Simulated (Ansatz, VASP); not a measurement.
Two plane-wave programs on Pt

```xyz
1
Lattice="0.0000 1.9851 1.9851 1.9851 0.0000 1.9851 1.9851 1.9851 0.0000" Properties=species:S:1:pos:R:3 pbc="T T T"
Pt    0.0000    0.0000    0.0000
```

Alike in both runs: functional PBE; k mesh 18 × 18 × 18; occupations gaussian, width 0.1 eV; no spin polarisation.

Ansatz relaxed the structure, and its values are those at the end. VASP's run is a single point on that final structure, the one shown.

|  | VASP | Ansatz |
| --- | --- | --- |
| version | VASP 6.6.1 | Ansatz 0.2.0 |
| potentials or method | VASP PAW PBE potentials, release 64 (Pt), cutoff 520 eV | scalar-relativistic, plane waves, PAW |
| valence electrons in the cell | 10 | 18 |

VASP gave:

* gap on the k mesh at the Fermi level (eV): none
* pressure (GPa): -0.5

Q: Estimate Ansatz's values.

A: gap on the k mesh at the Fermi level (eV): none; pressure (GPa): 0.0.

A gap of «none» marks a metal or a gap that the smearing closes. VASP's potentials hold 10 valence electrons a cell and Ansatz's 18, so a difference there can come from the potentials and not from the codes.

Spin-orbit coupling is off throughout.
